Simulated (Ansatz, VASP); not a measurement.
**Ti3S2: VASP beside Ansatz**

INCAR

```
  PREC = Accurate
  ENCUT = 520
  EDIFF = 1E-7
  ISMEAR = -1
  SIGMA = 0.05
  LREAL = F
  LASPH = T
  NELM = 150
  ALGO = Normal
  ISIF = 2
  LWAVE = F
  LCHARG = F
  LMAXMIX = 4
  LDAU = T
  LDAUTYPE = 2
  LDAUL = 2 -1
  LDAUU = 1 0
  LDAUJ = 0 0
  LDAUPRINT = 1
  GGA = PS
  NBANDS = 32
```

KPOINTS

```
regular mesh
0
Gamma
  6 6 6
```

File POSCAR:

```
Ti3S2
1.0
    2.7131139241      1.5664170544      3.2376184047
   -2.7131139241      1.5664170544      3.2376184047
    0.0000000000     -3.1328341088      3.2376184047
Ti S
3 2
Direct
    0.0000000000      0.3356550000      0.6643450000
    0.6643450000      0.0000000000      0.3356550000
    0.3356550000      0.6643450000      0.0000000000
    0.1678390000      0.1678390000      0.1678390000
    0.8321610000      0.8321610000      0.8321610000
```

File input.yaml:

```yaml
crystal:
  lattice:
    - [2.7131139241, 1.5664170544, 3.2376184047]
    - [-2.7131139241, 1.5664170544, 3.2376184047]
    - [0.0, -3.1328341088, 3.2376184047]
  atoms:
    - { symbol: Ti, position: [0.0, 0.335655, 0.664345] }
    - { symbol: Ti, position: [0.664345, 0.0, 0.335655] }
    - { symbol: Ti, position: [0.335655, 0.664345, 0.0] }
    - { symbol: S, position: [0.167839, 0.167839, 0.167839] }
    - { symbol: S, position: [0.832161, 0.832161, 0.832161] }
hamiltonian:
  xc: pbesol
  pseudopotentials: { kind: paw }
  hubbard: { sites: [{ species: Ti, l: d, u_eff: 1.0 }] }
kpoints:
  mp_grid: { grid: [6, 6, 6] }
scf:
  occupations: { method: fermi_dirac, width: 0.05 }
  n_extra_bands: 12
output:
  forces: true
  stress: true
  eigenvalues: true
  dos: { projected: true, de: 0.05, nscf_kmesh: { grid: [9, 9, 9] } }
```

Alike in both runs: functional PBEsol; k mesh 6 × 6 × 6; occupations fermi-dirac, width 0.05 eV; no spin polarisation; Hubbard terms Ti d U = 1.0 eV.

```csv
,VASP,Ansatz
version,VASP 6.6.1,Ansatz 0.2.0
potentials or method,"VASP PAW PBE potentials, release 64 (Ti_sv, S)",Ansatz PAW
plane-wave cutoff (eV),520,420
valence electrons in the cell,48,48
task,single point,projected density of states
```

|  | VASP | Ansatz | Ansatz less VASP |
| --- | --- | --- | --- |
| gap on the k mesh at the Fermi level (eV) | none | none | - |
| pressure (GPa) | -2.8 | -3.5 | -0.64 |
| traceless stress, the component that is largest in VASP (GPa) | -0.16 | -0.38 | -0.221 |
| rms of the force components (eV/Å) | 0.006 | 0.018 | +0.0113 |

VASP's potentials were made for PBE, not for PBEsol. The programs project onto different local orbitals, so the same U acts differently, and such runs can settle in different states. Atom by atom the forces differ by 0.013 eV/Å (rms over components). A gap of «none» marks a metal or a gap that the smearing closes.
